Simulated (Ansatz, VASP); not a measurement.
Na2S: VASP beside Ansatz

The input INCAR:

```
SYSTEM = Na2S
PREC = Accurate
ENCUT = 500
EDIFF = 1E-7
ISMEAR = 0
SIGMA = 0.01
LREAL = .FALSE.
LASPH = .TRUE.
NELM = 120
ALGO = Normal
ISIF = 3
LWAVE = .FALSE.
LCHARG = .FALSE.
GGA = PE
IBRION = 2
NSW = 80
EDIFFG = -0.001
GGA_COMPAT = .FALSE.
NELMIN = 4
```

The input KPOINTS:

```
regular mesh
0
G
  8 8 8
  0 0 0
```

POSCAR

```
Na2S
1.0
    0.0000000000      3.2840057979      3.2840057979
    3.2840057979      0.0000000000      3.2840057979
    3.2840057979      3.2840057979      0.0000000000
Na S
2 1
Direct
    0.2500000000      0.2500000000      0.2500000000
    0.7500000000      0.7500000000      0.7500000000
    0.0000000000      0.0000000000      0.0000000000
```

Input for Ansatz:

```yaml
crystal:
  lattice:
    - [0.0, 3.2840057979, 3.2840057979]
    - [3.2840057979, 0.0, 3.2840057979]
    - [3.2840057979, 3.2840057979, 0.0]
  atoms:
    - { symbol: Na, position: [0.25, 0.25, 0.25] }
    - { symbol: Na, position: [0.75, 0.75, 0.75] }
    - { symbol: S, position: [0.0, 0.0, 0.0] }
basis:
  ecutwfc: 420
kpoints:
  mp_grid: { grid: [8, 8, 8] }
hamiltonian:
  xc: pbe
scf:
  occupations: { method: fixed }
output:
  forces: true
  stress: true
  eigenvalues: true
relax:
  adjacent_minimum: "off"
  f_tol: 0.001
  max_steps: 60
  cell: { stress_tol: 0.01 }
```

Alike in both runs: task relaxation of cell and atoms; functional PBE; k mesh 8 × 8 × 8; no spin polarisation.

|  | VASP | Ansatz |
| --- | --- | --- |
| version | VASP 6.6.1 | Ansatz 0.2.0 |
| potentials or method | VASP PAW PBE potentials, release 64 (Na_pv, S), cutoff 500 eV | scalar-relativistic, plane waves, PAW |
| occupations | gaussian, width 0.01 eV | fixed |
| valence electrons in the cell | 20 | 24 |

VASP gave:

```
gap on the k mesh at the Fermi level, each at its own relaxed structure (eV) : 2.44
relaxed volume (Å³/atom)                                                     : 23.61
relaxed cell length with the largest relative difference (Å)                 : 4.644
```

Question: Estimate Ansatz's values.

Answer: gap on the k mesh at the Fermi level, each at its own relaxed structure (eV): 2.45; relaxed volume (Å³/atom): 23.61; relaxed cell length with the largest relative difference (Å): 4.644.

VASP's potentials hold 20 valence electrons a cell and Ansatz's 24, so a difference there can come from the potentials and not from the codes.

Noted on VASP's run: the relaxation stopped at its first step, so nothing moved.
